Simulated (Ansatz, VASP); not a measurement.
## ZnCu: VASP beside Ansatz

INCAR

```
SYSTEM = ZnCu
  PREC = Accurate
  ENCUT = 520
  EDIFF = 1E-7
  ISMEAR = 0
  SIGMA = 0.15
  LREAL = .FALSE.
  LASPH = .TRUE.
  NELM = 60
  ALGO = Fast
  ISIF = 2
  LWAVE = .FALSE.
  LCHARG = .TRUE.
  GGA = PS
  LELF = .TRUE.
  LVHAR = .TRUE.
  NBANDS = 18
```

Contents of KPOINTS:

```
Automatic mesh
0
G
  18 18 18
  0 0 0
```

File POSCAR:

```
ZnCu
1.0
    3.0526839987      0.7062103519      0.7062103519
    0.7062103519      3.0526839987      0.7062103519
    0.7062103519      0.7062103519      3.0526839987
Zn Cu
1 1
Direct
    0.5000000000      0.5000000000      0.5000000000
    0.0000000000      0.0000000000      0.0000000000
```

Input for Ansatz:

```yaml
crystal:
  lattice:
    - [3.0526839987, 0.7062103519, 0.7062103519]
    - [0.7062103519, 3.0526839987, 0.7062103519]
    - [0.7062103519, 0.7062103519, 3.0526839987]
  atoms:
    - { symbol: Zn, position: [0.5, 0.5, 0.5] }
    - { symbol: Cu, position: [0.0, 0.0, 0.0] }
basis:
  ecutwfc: 520.0
kpoints:
  mp_grid: { grid: [18, 18, 18] }
hamiltonian:
  xc: pbesol
  pseudopotentials: { kind: paw }
scf:
  occupations: { method: gaussian, width: 0.15 }
output:
  forces: true
  stress: true
  eigenvalues: true
  write_density: true
  write_potential: true
  elf: true
  volumetric_format: npy
```

Alike in both runs: task single point; functional PBEsol; k mesh 18 × 18 × 18; occupations gaussian, width 0.15 eV; no spin polarisation.

|  | VASP | Ansatz |
| --- | --- | --- |
| version | VASP 6.6.1 | Ansatz 0.2.0 |
| potentials or method | VASP PAW PBE potentials, release 64 (Zn, Cu), cutoff 520 eV | scalar-relativistic, plane waves, PAW |
| valence electrons in the cell | 23 | 31 |

```tsv
	VASP	Ansatz	Ansatz less VASP
gap on the k mesh at the Fermi level (eV)	none	none	-
pressure (GPa)	22.2	21.2	-1.04
traceless stress, the component that is largest in VASP (GPa)	-1.44	-1.43	+0.001
```

VASP's potentials were made for PBE, not for PBEsol. A gap of «none» marks a metal or a gap that the smearing closes. The functional is the same, so the differences come from potentials, cutoffs and numerics. VASP's potentials hold 23 valence electrons a cell and Ansatz's 31, so a difference there can come from the potentials and not from the codes.
